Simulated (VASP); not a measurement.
Input of a VASP 6.6.1 run:

File INCAR:

```
SYSTEM = Yb
PREC     = Accurate       ! precision mode
ENCUT    = 520            ! plane-wave cutoff, eV
EDIFF    = 1E-6           ! SCF threshold, eV
ISMEAR   = -1             ! smearing method
SIGMA    = 0.05           ! smearing width, eV
LREAL    = .FALSE.        ! projectors in reciprocal space
LASPH    = .TRUE.         ! aspherical terms in the spheres
NELM     = 150            ! most SCF steps
ALGO     = Normal         ! electronic algorithm
ISIF     = 2              ! what is computed and relaxed
LWAVE    = .FALSE.        ! write WAVECAR
LCHARG   = .FALSE.        ! write CHGCAR
ISPIN    = 2              ! spin polarisation
MAGMOM   = 0.75 0.75      ! initial moments
LORBIT   = 11             ! projections on sites
NUPDOWN  = 1.5            ! fixed moment
LMAXMIX  = 6              ! l up to which the mixer works
GGA      = PE             ! functional
NBANDS   = 35             ! bands
```

KPOINTS

```
regular mesh
0
G
  7 7 4
  0 0 0
```

The input POSCAR:

```
Yb
1.0
    3.8799000000      0.0000000000      0.0000000000
   -1.9399500000      3.3600919641      0.0000000000
    0.0000000000      0.0000000000      6.3859000000
Yb
2
Direct
    0.6666666667      0.3333333333      0.7500000000
    0.3333333333      0.6666666667      0.2500000000
```

Potentials or basis: VASP PAW PBE potentials, release 64 (Yb).

Run with:

```console
$ cat potpaw_PBE.64/Yb/POTCAR > POTCAR
$ mpirun -np 1 vasp_std > vasp.out
```

(1) Predict the pressure.

Answers

(1) -2.6 GPa.

Caveat: the total moment is fixed, so each spin has its own Fermi level.
